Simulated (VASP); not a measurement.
Write the native input for VASP 6.6.1 that does the following.

| Item | Value |
| --- | --- |
| Task | single point |
| Functional | PBE |
| Dispersion | D3(BJ) |
| Potentials or basis | VASP PAW PBE potentials, release 64 (Ti_sv, O) |
| Cutoff | 520 eV |
| k mesh | 9 × 9 × 9 |
| Occupations | gaussian, width 0.05 eV |
| Spin | no spin polarisation |
| Hubbard terms | Ti d U = 4.0 eV |
| Dipole correction | no |
| Further INCAR settings | ALGO = Normal; EDIFF = 1e-06; NBANDS = 19 |

The structure of TiO2 lies in POSCAR:

```
TiO2
1.0
    1.4338500000      0.8278336835      5.2476666667
   -1.4338500000      0.8278336835      5.2476666667
    0.0000000000     -1.6556673670      5.2476666667
Ti O
1 2
Direct
    0.0000000000      0.0000000000      0.0000000000
    0.6017580785      0.6017580785      0.6017580785
    0.3982419215      0.3982419215      0.3982419215
```

The input as run:

INCAR

```
SYSTEM = TiO2
ALGO = Normal ; EDIFF = 1E-6
ENCUT = 520 ; GGA = PE
ISIF = 2 ; ISMEAR = 0
IVDW = 12 ; LASPH = .TRUE.
LCHARG = .FALSE. ; LDAU = .TRUE.
LDAUJ = 0 0 ; LDAUL = 2 -1
LDAUPRINT = 1 ; LDAUTYPE = 2
LDAUU = 4 0 ; LMAXMIX = 4
LREAL = .FALSE. ; LWAVE = .FALSE.
NBANDS = 19 ; NELM = 150
PREC = Accurate ; SIGMA = 0.05
```

KPOINTS

```
k-points
0
G
  9 9 9
  0 0 0
```

Potentials or basis: VASP PAW PBE potentials, release 64 (Ti_sv, O).

Launch:

```sh
$ cat potpaw_PBE.64/Ti_sv/POTCAR potpaw_PBE.64/O/POTCAR > POTCAR
$ mpirun -np 1 vasp_std > vasp.out
```

It gave:

```yaml
Pressure: 17.1 GPa
Largest_force: 0.317 eV/Å
Band_gap_on_the_k_mesh: 3.30 eV (least direct gap 3.60 eV)
Dispersion_energy_per_atom: -0.199 eV
```

Caveat: the cell stands under pressure; an odd mesh through Γ misses points on the zone boundary, where band edges can lie.

It took 73 s on 1 thread of Intel(R) Xeon(R) 6975P-C (Granite Rapids) (shared host), peak memory 0.29 GiB.
